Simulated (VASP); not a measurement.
Crystal: NaI.

```
Na I
1.0
     4.03474   -0.06560   -0.06560
    -0.06560    4.03474   -0.06560
    -0.06560   -0.06560    4.03474
Na I
1 1
Direct
  0.00000 0.00000 0.00000
  0.50000 0.50000 0.50000
```

This cell differs from its parent crystal: epitaxial 111 strain +1.5%.

Base run:

```yaml
Program: VASP 6.6.1
Functional: PBE
Potentials_or_basis: VASP PAW PBE potentials, release 64 (Na_pv, I)
Cutoff: 520 eV
k_mesh: 6 × 6 × 6
Occupations: fermi-dirac, width 0.02 eV
Spin: no spin polarisation
```

Its results: band gap on the k mesh 2.32 eV (least direct gap 2.80 eV); pressure 0.4 GPa.

Question: The run is repeated on the same cell with these changes: functional from PBE to r2SCAN; occupations from fermi-dirac, width 0.02 eV to gaussian, width 0.01 eV. What comes out?

Answer: Band gap on the k mesh 3.10 eV (least direct gap 3.38 eV); pressure 0.0 GPa.

Caveats: the structure was generated, so it needn't be the stable form of NaI; spin-orbit coupling is left out, which moves the levels of the heavy elements; the PAW data sets were made with another functional, which shifts forces and pressure a little (at least some runs).

A k mesh can miss the band edges.
